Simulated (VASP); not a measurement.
Input of a VASP 6.6.1 run:

File INCAR:

```
  ALGO = Normal
  EDIFF = 1E-7
  ENCUT = 520
  GGA = PE
  ISIF = 2
  ISMEAR = -1
  LASPH = True
  LCHARG = False
  LREAL = False
  LWAVE = False
  NBANDS = 29
  NELM = 60
  PREC = Accurate
  SIGMA = 0.05
```

KPOINTS

```
k-points
0
Gamma
  10 10 4
```

POSCAR

```
Ti3Se
1.0
    3.1759855858      0.0000000000      0.0000000000
   -1.5879927929      2.7504841993      0.0000000000
    0.0000000000      0.0000000000      7.8894363804
Se Ti
1 3
Direct
    0.0000000000      0.0000000000      0.0000000000
    0.6666666667      0.3333333333      0.5000000000
    0.3333333333      0.6666666667      0.7729020000
    0.3333333333      0.6666666667      0.2270980000
```

Potentials or basis: VASP PAW PBE potentials, release 64 (Se, Ti_sv).

Command:

```console
$ cat potpaw_PBE.64/Se/POTCAR potpaw_PBE.64/Ti_sv/POTCAR > POTCAR
$ mpirun -np 1 vasp_std > vasp.out
```

(1) Predict the band gap on the k mesh.

(2) What does it give for the pressure?

## Answers

(1) zero (band 21 reaches 8.68 eV, above the bottom of band 22 at 8.11 eV).

(2) 2.5 GPa.
